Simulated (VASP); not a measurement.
The system is ZnCu.

```xyz
2
Lattice="2.9450 0.0000 0.0000 0.0000 2.9450 0.0000 0.0000 0.0000 2.9450" Properties=species:S:1:pos:R:3 pbc="T T T"
Zn    1.4725    1.4725    1.4725
Cu    0.0000    0.0000    0.0000
```

| Item | Value |
| --- | --- |
| Program | VASP 6.6.1 |
| Task | relaxation of cell and atoms |
| Functional | PBEsol |
| Potentials or basis | VASP PAW PBE potentials, release 64 (Zn, Cu) |
| Cutoff | 600 eV |
| k mesh | 9 × 9 × 9 |
| Occupations | fermi-dirac, width 0.05 eV |
| Spin | no spin polarisation |

At the start: pressure -3.8 GPa; volume 12.77 Å³/atom.

Question: Where does the relaxation end?

Answer: Over 3 steps the energy falls by 4.7 meV/atom and the volume is 12.38 Å³/atom (-3.0 %); space group Pm-3m (No. 221, to 0.05 Å).

The path:
```tsv
step	energy change (eV)	largest force (eV/Å)	pressure (GPa)	volume (Å³)
1	0.0000	0.0000	-3.79	25.54
2	-0.0076	0.0000	1.85	24.44
3	-0.0095	0.0000	0.02	24.77
```

Final structure:
```
Zn Cu
1.0
     2.91495    0.00000    0.00000
     0.00000    2.91495    0.00000
     0.00000    0.00000    2.91495
Zn Cu
1 1
Direct
  0.50000 0.50000 0.50000
  0.00000 0.00000 0.00000
```

Caveat: the PAW data sets were made with another functional, which shifts forces and pressure a little.
